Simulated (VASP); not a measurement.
# LiF (P4/mmm) in VASP: notebook, part 2 of 2

VASP 6.6.1.

### Step 5. Single point, r2SCAN (strain +0.000 along x and y, +0.080 along z)

POSCAR

```
LiF
1.0
    2.5595330000      0.0000000000      0.0000000000
    0.0000000000      2.5595330000      0.0000000000
    0.0000000000      0.0000000000      2.7642956400
Li F
1 1
Direct
    0.0000000000      0.0000000000      0.0000000000
    0.5000000000      0.5000000000      0.5000000000
```

INCAR.step1

```
SYSTEM = LiF
PREC = Accurate
ENCUT = 520
ISMEAR = 0
SIGMA = 0.05
LREAL = .False.
LASPH = .True.
NELM = 100
NBANDS = 12
GGA = PE
ALGO = Normal
EDIFF = 1E-4
LWAVE = .True.
LCHARG = .False.
```

INCAR.step2

```
SYSTEM = LiF
PREC = Accurate
ENCUT = 520
EDIFF = 1E-6
ISMEAR = 0
SIGMA = 0.05
LREAL = .False.
LASPH = .True.
NELM = 100
ALGO = Normal
ISIF = 2
LWAVE = .False.
LCHARG = .True.
METAGGA = R2SCAN
LMIXTAU = .True.
LELF = .True.
LVHAR = .True.
NBANDS = 12
ISTART = 1
```

KPOINTS

```
regular mesh
0
Gamma
  10 10 10
  0 0 0
```

Potentials or basis: VASP PAW PBE potentials, release 64 (Li_sv, F).

On the command line:

```sh
> cat potpaw_PBE.64/Li_sv/POTCAR potpaw_PBE.64/F/POTCAR > POTCAR
> cp INCAR.step1 INCAR
> mpirun -np 1 vasp_std > vasp.out
> cp INCAR.step2 INCAR
> mpirun -np 1 vasp_std > vasp.out
```

OUTCAR:

```text
SYSTEM = LiF
   PREC = Accurate
   ENCUT = 520
   EDIFF = 1E-6
   ISMEAR = 0
   LREAL = .False.
   LASPH = .True.
   NELM = 100
   ISIF = 2
   METAGGA = R2SCAN
   ISTART = 1

 ion  position               nearest neighbor table
   1  0.000  0.000  0.000-
   2  0.500  0.500  0.500-

  LATTYP: Found a simple tetragonal cell.
 ALAT       =     2.5595330000
 C/A-ratio  =     1.0800000000

  Lattice vectors:

 A1 = (   2.5595330000,   0.0000000000,   0.0000000000)
 A2 = (   0.0000000000,   2.5595330000,   0.0000000000)
 A3 = (   0.0000000000,   0.0000000000,   2.7642956400)

Analysis of symmetry for initial positions (statically):
=====================================================================
 Subroutine PRICEL returns:
 Original cell was already a primitive cell.

 Routine SETGRP: Setting up the symmetry group for a
 simple tetragonal supercell.

 Subroutine GETGRP returns: Found 16 space group operations
 (whereof 16 operations were pure point group operations)
 out of a pool of 16 trial point group operations.

The static configuration has the point symmetry D_4h.

Analysis of symmetry for dynamics (positions and initial velocities):
=====================================================================
 Subroutine PRICEL returns:
 Original cell was already a primitive cell.

 Routine SETGRP: Setting up the symmetry group for a
 simple tetragonal supercell.

 Subroutine GETGRP returns: Found 16 space group operations
 (whereof 16 operations were pure point group operations)
 out of a pool of 16 trial point group operations.

The dynamic configuration has the point symmetry D_4h.

 Subroutine INISYM returns: Found 16 space group operations
 (whereof 16 operations are pure point group operations),
 and found     1 'primitive' translations

[... 120 lines left out ...]
   LHFCALC =     F    Hartree Fock is set to
   AEXX    =    0.0000 exact exchange contribution
   IVDW    =     0    specifies the selected vdW correction
   LEPSILON=     F    determine dielectric tensor
   LRPA    =     F    only Hartree local field effects (RPA)
 non-spin polarized calculation
 Gauss-broadening in eV      SIGMA  =   0.05
  energy-cutoff  :      520.00
  volume of cell :       18.11
 maximum number of plane-waves:       508
 NGX is ok and might be reduce to    20
   NGX =  9   NGY =  9   NGZ = 11

 number of electron      10.0000013 magnetization

 Free energy of the ion-electron system (eV)
  ---------------------------------------------------
  ext. energy  EPLUGINS =         0.00000000
  ---------------------------------------------------
  free energy    TOTEN  =       -11.14856617 eV

  energy without entropy =      -11.14856617  energy(sigma->0) =      -11.14856617

 E-fermi :  -0.4591     XC(G=0): -10.0653

 val. band max:       -0.7877387306   @ k =   0.5000   0.0000   0.5000
 cond. band min:       6.9233492397   @ k =   0.0000   0.0000   0.0000
 fundamental gap:      7.7110879703
 Fermi energy:        -0.4590790661

 k-point     1 :       0.0000    0.0000    0.0000
  band No.  band energies     occupation
      1     -45.1817      2.00000
      2     -22.6143      2.00000
      3      -2.0647      2.00000
      4      -1.3190      2.00000
      5      -1.3190      2.00000
      6       6.9233      0.00000
      7      17.5993      0.00000
      8      19.3385      0.00000
      9      19.3513      0.00000
     10      21.4259      0.00000
     11      21.4259      0.00000
     12      36.3422      0.00000
[... 331 lines left out ...]
 k-point    24 :       0.2000    0.0000    0.1000
  band No.  band energies     occupation
      1     -45.1661      2.00000
      2     -22.4340      2.00000
      3      -2.4754      2.00000
      4      -2.1597      2.00000
      5      -1.1759      2.00000
      6       7.9394      0.00000
      7      15.5937      0.00000
      8      17.3333      0.00000
      9      21.2475      0.00000
     10      21.4772      0.00000
     11      26.8749      0.00000
     12      30.6908      0.00000

 [... further k-points ...]

------------------------ aborting loop because EDIFF is reached ----------------------------------------

  FORCE on cell =-STRESS in cart. coord.  units (eV):
  Direction    XX          YY          ZZ          XY          YZ          ZX
  --------------------------------------------------------------------------------------
  -------------------------------------------------------------------------------------
  Total       -0.2011115     -0.2011115     -2.3867309      0.0000000      0.0000000      0.0000000
  in kB      -17.7926893    -17.7926893   -211.1582656      0.0000000      0.0000000      0.0000000
  external PRESSURE =     -82.2478814 kB  Pullay stress =       0.0000000 kB

 VOLUME and BASIS-vectors are now :
 -----------------------------------------------------------------------------
  energy-cutoff  :      520.00
  volume of cell :       18.11
      direct lattice vectors                 reciprocal lattice vectors
     2.559533000  0.000000000  0.000000000     0.390696272  0.000000000  0.000000000
     0.000000000  2.559533000  0.000000000     0.000000000  0.390696272  0.000000000
     0.000000000  0.000000000  2.764295640     0.000000000  0.000000000  0.361755807

 POSITION                                       TOTAL-FORCE (eV/Angst)
 -----------------------------------------------------------------------------------
      0.00000      0.00000      0.00000         0.000000      0.000000      0.000000
      1.27977      1.27977      1.38215         0.000000      0.000000      0.000000
 -----------------------------------------------------------------------------------
    total drift:                                0.000000      0.000000      0.000000

  FREE ENERGIE OF THE ION-ELECTRON SYSTEM (eV)
  ---------------------------------------------------
  free  energy   TOTEN  =       -11.1485661738 eV

  energy  without entropy=      -11.1485661738  energy(sigma->0) =      -11.14856617
```

OUTCAR.step1:

```text
SYSTEM = LiF
   PREC = Accurate
   ENCUT = 520
   ISMEAR = 0
   LREAL = .False.
   LASPH = .True.
[... 583 lines left out ...]
      0.00000      0.00000      0.00000         0.000000      0.000000      0.000000
      1.27977      1.27977      1.38215         0.000000      0.000000      0.000000
 -----------------------------------------------------------------------------------
    total drift:                                0.000000      0.000000      0.000000

  FREE ENERGIE OF THE ION-ELECTRON SYSTEM (eV)
  ---------------------------------------------------
  free  energy   TOTEN  =        -8.9742678232 eV

  energy  without entropy=       -8.9742678232  energy(sigma->0) =       -8.97426782
```

It took 2.1 min on 1 thread of Intel Xeon 8259CL, shared host; peak memory 0.14 GiB.

What came out:

```yaml
Free_energy: -11.1486 eV
Band_gap_on_the_k_mesh: 7.71 eV (least direct gap 8.24 eV)
```

Caveat: the cell differs from its parent crystal (strain +0.000 along x and y, +0.080 along z); the cutoff is under 1.25 times the usual one of these potentials, so pressure, stress and relaxed cells hold a basis-set (Pulay) error; the PAW data sets were made with another functional, which shifts forces and pressure a little.

### Step 6. The runs side by side

```tsv
cell	gap on the mesh (eV)
a = 2.457, b = 2.457, c = 2.662 Å, 2 atoms	8.70
a = 2.662, b = 2.662, c = 2.457 Å, 2 atoms	7.82
a = 2.560, b = 2.560, c = 2.662 Å, 2 atoms	8.19
a = 2.560, b = 2.560, c = 2.764 Å, 2 atoms	7.71
```

Alike in all rows: task single point; level r2SCAN; potentials or basis VASP PAW PBE potentials, release 64 (Li_sv, F); no spin polarisation; k mesh 10 × 10 × 10; cutoff (eV) 520; smearing gaussian 0.05 eV.

Caveats: the cutoff is under 1.25 times the usual one of these potentials, so pressure, stress and relaxed cells hold a basis-set (Pulay) error; the PAW data sets were made with another functional, which shifts forces and pressure a little.

Absolute energies hang on the potentials; compare differences alone.
